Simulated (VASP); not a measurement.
**Ga2SnTe4: single point with r2SCAN**

The system is Ga2SnTe4.

```
Sn Ga Te
1.0
     0.00000    6.04951    0.00000
     6.04951    0.00000    0.00000
     3.02475    3.02475   -5.86285
Sn Ga Te
1 2 4
Direct
  0.00000 0.00000 0.00000
  0.75000 0.25000 0.50000
  0.50000 0.50000 0.00000
  0.39500 0.40500 0.73000
  0.59500 0.12500 0.27000
  0.87500 0.86500 0.73000
  0.13500 0.60500 0.27000
```

```yaml
Program: VASP 6.6.1
Task: single point
Functional: r2SCAN
Potentials_or_basis: VASP PAW PBE potentials, release 64 (Sn_d, Ga_d, Te)
Cutoff: 520 eV
k_mesh: 6 × 6 × 6
Occupations: fermi-dirac, width 0.0513 eV
Spin: no spin polarisation
```

The pressure is 8.9 GPa, the largest force is 1.463 eV/Å and the band gap on the k mesh is zero (bands 32 and 33 overlap by 0.64 eV).

Forces on the atoms (eV/Å):
```
Sn   0.000  0.000  0.000
Ga   0.000  0.000  0.000
Ga   0.000  0.000  0.000
Te   1.038  0.233  1.005
Te   0.233 -1.038 -1.005
Te  -1.038 -0.233  1.005
Te  -0.233  1.038 -1.005
```

Stress tensor (GPa, compression positive):
```
9.41 0.00 0.00
0.00 9.41 0.00
0.00 0.00 7.83
```

Levels at points of the mesh, in eV from the Fermi level:
| k point | band 30 | band 31 | band 32 | band 33 | band 34 | band 35 |
| --- | --- | --- | --- | --- | --- | --- |
| (0.00, 0.00, 0.00) | -2.16 | -2.16 | -1.43 | -0.07 | 0.46 | 1.73 |
| (0.50, 0.00, 0.00) | -3.37 | -2.76 | 0.27 | 0.78 | 1.03 | 1.61 |
| (0.50, 0.50, 0.00) | -2.73 | -2.64 | -1.42 | 0.04 | 0.22 | 1.91 |
| (0.00, 0.00, 0.50) | -3.13 | -3.13 | -1.28 | -0.37 | 0.13 | 0.15 |

It took 22 min on 1 thread of Intel Xeon 8259CL (shared host), peak memory 0.57 GiB.

Caveat: the cell stands under pressure; the PAW data sets were made with another functional, which shifts forces and pressure a little; spin-orbit coupling is left out, which moves the levels of the heavy elements.
